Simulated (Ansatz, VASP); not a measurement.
GaSb in VASP and in Ansatz

Contents of INCAR:

```
  PREC = Accurate
  ENCUT = 500
  EDIFF = 1E-6
  ISMEAR = 0
  SIGMA = 0.01
  LREAL = False
  LASPH = True
  NELM = 120
  ALGO = Normal
  ISIF = 2
  LWAVE = False
  LCHARG = False
  GGA = PE
  NBANDS = 16
  GGA_COMPAT = False
```

Contents of KPOINTS:

```
Automatic mesh
0
Gamma
  6 6 6
```

File POSCAR:

```
GaSb
1.0
    0.0000000000      3.0590000000      3.0590000000
    3.0590000000      0.0000000000      3.0590000000
    3.0590000000      3.0590000000      0.0000000000
Ga Sb
1 1
Direct
    0.0000000000      0.0000000000      0.0000000000
    0.2500000000      0.2500000000      0.2500000000
```

Input for Ansatz:

```yaml
crystal:
  lattice:
    - [0.0, 3.059, 3.059]
    - [3.059, 0.0, 3.059]
    - [3.059, 3.059, 0.0]
  atoms:
    - { symbol: Ga, position: [0.0, 0.0, 0.0] }
    - { symbol: Sb, position: [0.25, 0.25, 0.25] }
kpoints:
  mp_grid:
    grid: [6, 6, 6]
hamiltonian:
  xc: pbe
  pseudopotentials:
    kind: paw
scf:
  occupations:
    method: fixed
output:
  forces: true
  stress: true
  eigenvalues: true
```

Alike in both runs: task single point; functional PBE; k mesh 6 × 6 × 6; no spin polarisation.

|  | VASP | Ansatz |
| --- | --- | --- |
| version | VASP 6.6.1 | Ansatz 0.2.0 |
| potentials or method | VASP PAW PBE potentials, release 64 (Ga_d, Sb) | plane waves, PAW |
| plane-wave cutoff (eV) | 500 | 420 |
| occupations | gaussian, width 0.01 eV | fixed |
| valence electrons in the cell | 18 | 28 |

|  | VASP | Ansatz | Ansatz less VASP |
| --- | --- | --- | --- |
| gap on the k mesh at the Fermi level (eV) | 0.03 | 0.03 | -0.002 |
| pressure (GPa) | 2.3 | 2.3 | -0.08 |

VASP's potentials hold 18 valence electrons a cell and Ansatz's 28, so a difference there can come from the potentials and not from the codes.

Spin-orbit coupling is off throughout.
